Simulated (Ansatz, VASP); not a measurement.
**BaTe in VASP and in Ansatz**

```
Ba Te
1.0
     4.26247    0.00000    0.00000
     0.00000    4.26247    0.00000
     0.00000    0.00000    4.26247
Ba Te
1 1
Direct
  0.00000 0.02933 0.00000
  0.50000 0.50000 0.50000
```

Change from the starting cell: all Ba atoms moved +0.125 Å, as atom 1 along Cartesian [0 1 0].

Alike in both runs: task single point; functional PBE; k mesh 6 × 6 × 6; occupations gaussian, width 0.05 eV; no spin polarisation.

|  | VASP | Ansatz |
| --- | --- | --- |
| version | VASP 6.6.1 | Ansatz 0.2.0 |
| potentials or method | VASP PAW PBE potentials, release 64 (Ba_sv, Te), cutoff 520 eV | scalar-relativistic, plane waves, PAW |
| valence electrons in the cell | 16 | 26 |

Ansatz gave:

```
gap on the k mesh at the Fermi level (eV) : 0.89
least direct gap on the mesh (eV)         : 1.10
pressure (GPa)                            : -0.3
rms of the force components (eV/Å)        : 0.063
```

Task: What did VASP give for the same quantities?

Result: gap on the k mesh at the Fermi level (eV): 0.80; least direct gap on the mesh (eV): 1.01; pressure (GPa): 0.2; rms of the force components (eV/Å): 0.067.

Atom by atom the forces differ by 0.005 eV/Å (rms over components). VASP's potentials hold 16 valence electrons a cell and Ansatz's 26, so a difference there can come from the potentials and not from the codes.

Spin-orbit coupling is off throughout.
